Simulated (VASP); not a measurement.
Here is a VASP 6.6.1 calculation.

File POSCAR:

```
SrO
1.0
    4.2754662700      0.0000000000      0.0000000000
   -2.1377331300      3.7026624000      0.0000000000
    0.0000000000      0.0000000000      5.1555949900
Sr O
2 2
Direct
    0.3333333292      0.6666666694      0.9381277000
    0.6666666684      0.3333333306      0.4381277010
    0.3333333292      0.6666666694      0.4368722998
    0.6666666684      0.3333333306      0.9368723007
```

File INCAR.step1:

```
SYSTEM = SrO
PREC = Accurate
ENCUT = 520
ISMEAR = 0
SIGMA = 0.01
LREAL = .False.
LASPH = .True.
NELM = 60
NBANDS = 24
GGA = PE
ALGO = Normal
EDIFF = 1E-4
LWAVE = .True.
LCHARG = .False.
```

INCAR.step2

```
SYSTEM = SrO
PREC = Accurate
ENCUT = 520
EDIFF = 1E-7
ISMEAR = 0
SIGMA = 0.01
LREAL = .False.
LASPH = .True.
NELM = 60
ALGO = Normal
ISIF = 2
LWAVE = .False.
LCHARG = .True.
METAGGA = R2SCAN
LMIXTAU = .True.
LELF = .True.
LVHAR = .True.
NBANDS = 24
ISTART = 1
```

File KPOINTS:

```
Automatic mesh
0
Gamma
  6 6 4
  0 0 0
```

Potentials or basis: VASP PAW PBE potentials, release 64 (Sr_sv, O).

Run with:

```console
$ cat potpaw_PBE.64/Sr_sv/POTCAR potpaw_PBE.64/O/POTCAR > POTCAR
$ cp INCAR.step1 INCAR
$ mpirun -np 1 vasp_std > vasp.out
$ cp INCAR.step2 INCAR
$ mpirun -np 1 vasp_std > vasp.out
```

Task: What does it give for the band gap on the k mesh?

Result: 3.01 eV, direct.

Task: Predict the pressure.

Result: 0.1 GPa.

Task: Predict the largest force.

Result: 0.016 eV/Å.

Forces in eV/Å, atoms in the order of the input:
```
Sr   0.000  0.000 -0.016
Sr   0.000  0.000 -0.016
O    0.000  0.000  0.016
O    0.000  0.000  0.016
```

Caveat: the PAW data sets were made with another functional, which shifts forces and pressure a little. r2SCAN opens gaps a little over a GGA but as a rule still falls short of measured ones.
